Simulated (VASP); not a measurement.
## Nb2MoN3: single point with PBE

Crystal: Nb2MoN3.

```xyz
6
Lattice="5.3900 0.0000 0.0000 -2.6950 4.6679 0.0000 0.0000 0.0000 2.8603" Properties=species:S:1:pos:R:3 pbc="T T T"
Nb    0.0000    3.1119    1.4302
Nb    2.6950    1.5560    1.4302
Mo    0.0000    0.0000    1.4302
N    -1.3475    2.3339    0.0000
N     2.6950    0.0000    0.0000
N     1.3475    2.3339    0.0000
```

The cell was generated, and may not be a known phase.

```yaml
Program: VASP 6.6.1
Task: single point
Functional: PBE
Potentials_or_basis: VASP PAW PBE potentials, release 64 (Nb_sv, Mo_sv, N)
Cutoff: 600 eV
k_mesh: 3 × 3 × 4
Occupations: gaussian, width 0.15 eV
Spin: collinear spin
Starting_moments: "[0.0, 0.0, 1.0, 0.0, 0.0, 0.0] μB"
Dipole_correction: no
Further_INCAR_settings: ALGO = Normal; EDIFF = 1e-06; NBANDS = 40
```

```json
{
  "Pressure": "-0.2 GPa",
  "Net moment": "0.17 μB per cell",
  "Site moments": "Nb -0.00; Mo +0.15; N +0.00 μB",
  "Valence electrons inside the program's atomic spheres": "Nb 10.62; Mo 12.22; N 3.71"
}
```

Stress tensor (GPa, compression positive):
```
 0.00  0.00  0.00
 0.00  0.00  0.00
 0.00  0.00 -0.56
```

Levels at points of the mesh, in eV from the Fermi level:
Spin up:
```csv
k point,band 24,band 25,band 26,band 27,band 28,band 29,band 30,band 31,band 32,band 33
"(0.00, 0.00, 0.00)",-2.76,-2.26,-1.83,-1.31,-1.31,0.72,0.72,1.04,1.12,1.12
"(0.00, 0.00, 0.50)",-1.08,-1.03,-1.03,-0.47,-0.47,0.40,0.40,0.93,3.02,3.02
```
Spin down:
```tsv
k point	band 25	band 26	band 27	band 28	band 29	band 30	band 31	band 32
(0.00, 0.00, 0.00)	-2.26	-1.81	-1.26	-1.26	0.80	0.80	1.07	1.14
(0.00, 0.00, 0.50)	-1.02	-1.02	-0.40	-0.40	0.52	0.52	0.96	3.02
```

Wall time 2.2 min on 1 thread of Intel Xeon 8259CL, with other jobs on the host, peak memory 0.29 GiB.

Caveat: the k points lie up to 0.55 Å⁻¹ apart.
